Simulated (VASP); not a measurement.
Runs of VASP 6.6.1 on BaTiO3. The structure is that of space group P4mm (No. 99), or close to it. The cells are those of the table. 

```csv
cell,gap on the mesh (eV),pressure (GPa),largest force (eV/Å)
"a = 3.866, b = 3.866, c = 4.265 Å, 5 atoms",1.86,10.4,0.30
"a = 4.045, b = 4.045, c = 4.202 Å, 5 atoms",1.73,-2.9,0.05
"a = 3.926, b = 3.926, c = 4.202 Å, 5 atoms",1.84,6.9,0.21
"a = 3.926, b = 3.926, c = 4.076 Å, 5 atoms",1.92,(b),1.28
"a = 3.866, b = 3.866, c = 4.076 Å, 5 atoms",1.98,19.6,1.42
"a = 3.926, b = 3.926, c = 4.139 Å, 5 atoms",1.88,9.6,0.71
"a = 3.866, b = 3.866, c = 4.202 Å, 5 atoms",(a),13.1,0.33
"a = 3.985, b = 3.985, c = 4.076 Å, 5 atoms",1.87,6.9,1.14
```

Alike in all rows: task single point; level PBE; potentials or basis VASP PAW PBE potentials, release 64 (Ba_sv, Ti_sv, O); no spin polarisation; k mesh 8 × 8 × 6; cutoff (eV) 520; smearing gaussian 0.05 eV.

Problem. Fill in the values left out.

Solution. (a) 1.90; (b) 12.7.

Caveats: spin-orbit coupling is left out, which moves the levels of the heavy elements; the cell stands under pressure (at least some runs); forces of over 1 eV/Å act on the atoms, so gaps and moduli don't describe the material at rest (at least some runs); the stress differs along the axes, from 4 to 14 GPa (at least some runs); the stress differs along the axes, from 8 to 16 GPa (at least some runs); the stress differs along the axes, from 5 to 11 GPa (at least some runs).

A k mesh can miss the band edges, and the runs leave out spin-orbit coupling on Ba.
